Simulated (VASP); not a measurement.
Write the native input for VASP 6.6.1 that does the following.

* Task: single point
* Functional: PBE
* Potentials or basis: VASP PAW PBE potentials, release 64 (Pt)
* Cutoff: 520 eV
* k mesh: 19 × 19 × 19
* Occupations: fermi-dirac, width 0.05 eV
* Spin: no spin polarisation
* Dipole correction: no
* Further INCAR settings: ALGO = Normal; EDIFF = 1e-07; NBANDS = 11

The structure of Pt lies in POSCAR:

```
Pt
1.0
    0.0000000000      1.7464955840      1.7464955840
    1.7464955840      0.0000000000      1.7464955840
    1.7464955840      1.7464955840      0.0000000000
Pt
1
Direct
    0.0000000000      0.0000000000      0.0000000000
```

The input as run:

INCAR

```
SYSTEM = Pt
  PREC = Accurate
  ENCUT = 520
  EDIFF = 1E-7
  ISMEAR = -1
  SIGMA = 0.05
  LREAL = .False.
  LASPH = .True.
  NELM = 60
  ALGO = Normal
  ISIF = 2
  LWAVE = .False.
  LCHARG = .True.
  GGA = PE
  LELF = .True.
  LVHAR = .True.
  NBANDS = 11
```

KPOINTS

```
regular mesh
0
Gamma
  19 19 19
  0 0 0
```

Potentials or basis: VASP PAW PBE potentials, release 64 (Pt).

Command:

```bash
$ cat potpaw_PBE.64/Pt/POTCAR > POTCAR
$ mpirun -np 1 vasp_std > vasp.out
```

Results of the run:

| Item | Value |
| --- | --- |
| Pressure | 263.0 GPa |
| Band gap on the k mesh | zero (bands 5 and 6 overlap by 4.05 eV) |

Caveat: the cell stands under pressure; spin-orbit coupling is left out, which moves the levels of the heavy elements.

It took 34 s on 1 thread of Intel Xeon 8259CL (shared host), peak memory 0.14 GiB.
